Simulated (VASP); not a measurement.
Wanted: the native input for a VASP 6.6.1 run.

```yaml
Task: single point
Functional: PBE
Dispersion: D3(BJ)
Potentials_or_basis: VASP PAW PBE potentials, release 64 (S)
Cutoff: 520 eV
k_mesh: 1 × 1 × 1
Occupations: gaussian, width 0.01 eV
Spin: no spin polarisation
Dipole_correction: no
Further_INCAR_settings: ALGO = Normal; EDIFF = 1e-06; NBANDS = 27
```

The structure of S6 lies in POSCAR:

```
S
1.0
   12.7000000000      0.0000000000      0.0000000000
    0.0000000000     12.8000000000      0.0000000000
    0.0000000000      0.0000000000     10.3000000000
S
6
Direct
    0.5458734986      0.6393594258      0.5436647770
    0.3554241422      0.4697375303      0.5436647769
    0.5987023592      0.3909030440      0.5436647769
    0.4541265014      0.3606405742      0.4563352230
    0.6445758578      0.5302624697      0.4563352231
    0.4012976408      0.6090969560      0.4563352231
```

One way to write it, as run:

INCAR

```
SYSTEM = S
  PREC = Accurate
  ENCUT = 520
  EDIFF = 1E-6
  ISMEAR = 0
  SIGMA = 0.01
  LREAL = .FALSE.
  LASPH = .TRUE.
  NELM = 60
  ALGO = Normal
  ISIF = 2
  LWAVE = .FALSE.
  LCHARG = .FALSE.
  GGA = PE
  IVDW = 12
  NBANDS = 27
```

KPOINTS

```
Automatic mesh
0
G
  1 1 1
  0 0 0
```

Potentials or basis: VASP PAW PBE potentials, release 64 (S).

The run is started by

```sh
$ cat potpaw_PBE.64/S/POTCAR > POTCAR
$ mpirun -np 1 vasp_gam > vasp.out
```

It gave:

```json
{
 "Largest force": "0.234 eV/Å",
 "Gap between the frontier levels": "2.95 eV",
 "Dispersion energy per atom": "-0.071 eV"
}
```

It took 85 s on 1 thread of Intel(R) Xeon(R) 6975P-C (Granite Rapids) (shared host), peak memory 1.1 GiB.
